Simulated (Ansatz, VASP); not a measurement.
**One calculation of Hg, two programs**

```
CELL_PARAMETERS angstrom
-2.06969 2.06969 1.80226
2.06969 -2.06969 1.80226
2.06969 2.06969 -1.80226
ATOMIC_POSITIONS crystal
Hg 0.00000 0.00000 0.00000
```

Alike in both runs: task single point; functional PBEsol; k mesh 6 × 6 × 6; occupations gaussian, width 0.1 eV; no spin polarisation.

|  | VASP | Ansatz |
| --- | --- | --- |
| version | VASP 6.6.1 | Ansatz 0.2.0 |
| potentials or method | VASP PAW PBE potentials, release 64 (Hg), cutoff 520 eV | scalar-relativistic, plane waves, PAW |
| valence electrons in the cell | 12 | 20 |

VASP gave:

- gap on the k mesh at the Fermi level (eV): none
- pressure (GPa): -3.1
- traceless stress, the component that is largest in VASP (GPa): 0.26

Task: Estimate Ansatz's values.

Result: gap on the k mesh at the Fermi level (eV): none; pressure (GPa): -3.2; traceless stress, the component that is largest in VASP (GPa): 0.28.

VASP's potentials were made for PBE, not for PBEsol. A gap of «none» marks a metal or a gap that the smearing closes. VASP's potentials hold 12 valence electrons a cell and Ansatz's 20, so a difference there can come from the potentials and not from the codes.

The k mesh is coarse, so the values compare programs but aren't converged. Spin-orbit coupling is off throughout.
